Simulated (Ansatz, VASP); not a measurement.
# Pt3I2: VASP beside Ansatz

Contents of INCAR:

```
  PREC = Accurate
  ENCUT = 520
  EDIFF = 1E-7
  ISMEAR = 0
  SIGMA = 0.1
  LREAL = F
  LASPH = T
  NELM = 60
  ALGO = Normal
  ISIF = 2
  LWAVE = F
  LCHARG = F
  GGA = PE
  NBANDS = 30
```

File KPOINTS:

```
Automatic mesh
0
Gamma
  6 6 4
```

The input POSCAR:

```
Pt3I2
1.0
    4.5596687741      0.0000000000      0.0000000000
   -2.2798343870      3.9487889912      0.0000000000
    0.0000000000      0.0000000000      7.0941039556
Pt I
3 2
Direct
    0.0000000000      0.0000000000      0.0000000000
    0.3333333333      0.6666666667      0.6450000000
    0.6666666667      0.3333333333      0.3550000000
    0.3333333333      0.6666666667      0.2450000000
    0.6666666667      0.3333333333      0.7550000000
```

Input for Ansatz:

```yaml
crystal:
  lattice:
    - [4.5596687741, 0.0, 0.0]
    - [-2.279834387, 3.9487889912, 0.0]
    - [0.0, 0.0, 7.0941039556]
  atoms:
    - { symbol: Pt, position: [0.0, 0.0, 0.0] }
    - { symbol: Pt, position: [0.3333333333, 0.6666666667, 0.645] }
    - { symbol: Pt, position: [0.6666666667, 0.3333333333, 0.355] }
    - { symbol: I, position: [0.3333333333, 0.6666666667, 0.245] }
    - { symbol: I, position: [0.6666666667, 0.3333333333, 0.755] }
basis:
  ecutwfc: 420
kpoints:
  mp_grid: { grid: [6, 6, 4] }
hamiltonian:
  xc: pbe
scf:
  occupations: { method: gaussian, width: 0.1 }
  lower_state_search: "off"
output:
  forces: true
  stress: true
  eigenvalues: true
```

Alike in both runs: task single point; functional PBE; k mesh 6 × 6 × 4; occupations gaussian, width 0.1 eV; no spin polarisation.

|  | VASP | Ansatz |
| --- | --- | --- |
| version | VASP 6.6.1 | Ansatz 0.2.0 |
| potentials or method | VASP PAW PBE potentials, release 64 (Pt, I), cutoff 520 eV | scalar-relativistic, plane waves, PAW |
| valence electrons in the cell | 44 | 88 |

```csv
,VASP,Ansatz,Ansatz less VASP
gap on the k mesh at the Fermi level (eV),none,none,-
pressure (GPa),-6.1,-5.9,+0.17
"traceless stress, the component that is largest in VASP (GPa)",-0.97,-1.01,-0.042
rms of the force components (eV/Å),0.254,0.258,+0.0047
```

Atom by atom the forces differ by 0.005 eV/Å (rms over components). A gap of «none» marks a metal or a gap that the smearing closes. VASP's potentials hold 44 valence electrons a cell and Ansatz's 88, so a difference there can come from the potentials and not from the codes.

Spin-orbit coupling is off throughout.
